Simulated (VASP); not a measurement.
Wanted: the native input for a VASP 6.6.1 run.

- Task: single point
- Functional: PBE
- Potentials or basis: VASP PAW PBE potentials, release 64 (Be)
- Cutoff: 520 eV
- k mesh: 21 × 21 × 12
- Occupations: gaussian, width 0.1 eV
- Spin: no spin polarisation
- Dipole correction: no
- Further INCAR settings: ALGO = Normal; EDIFF = 1e-06; NBANDS = 9

The structure of Be lies in POSCAR:

```
Be
1.0
    2.2626981586      0.0000000000      0.0000000000
   -1.1313490793      1.9595540864      0.0000000000
    0.0000000000      0.0000000000      3.5667383307
Be
2
Direct
    0.3333333333      0.6666666667      0.2500000000
    0.6666666667      0.3333333333      0.7500000000
```

These files were run (other wordings do the same):

INCAR

```
SYSTEM = Be
  PREC = Accurate
  ENCUT = 520
  EDIFF = 1E-6
  ISMEAR = 0
  SIGMA = 0.1
  LREAL = .False.
  LASPH = .True.
  NELM = 80
  ALGO = Normal
  ISIF = 2
  LWAVE = .False.
  LCHARG = .True.
  GGA = PE
  LELF = .True.
  LVHAR = .True.
  NBANDS = 9
```

KPOINTS

```
Automatic mesh
0
Gamma
  21 21 12
  0 0 0
```

Potentials or basis: VASP PAW PBE potentials, release 64 (Be).

The run is started by

```bash
$ cat potpaw_PBE.64/Be/POTCAR > POTCAR
$ mpirun -np 1 vasp_std > vasp.out
```

Results of the run:

```
Pressure               : 0.1 GPa
Band gap on the k mesh : zero (band 2 reaches 8.02 eV, above the bottom of band 3 at 5.93 eV)
```

It took 27 s on 1 thread of AMD EPYC 7R13 Processor (Zen 3), with other jobs on the host, peak memory 0.12 GiB.
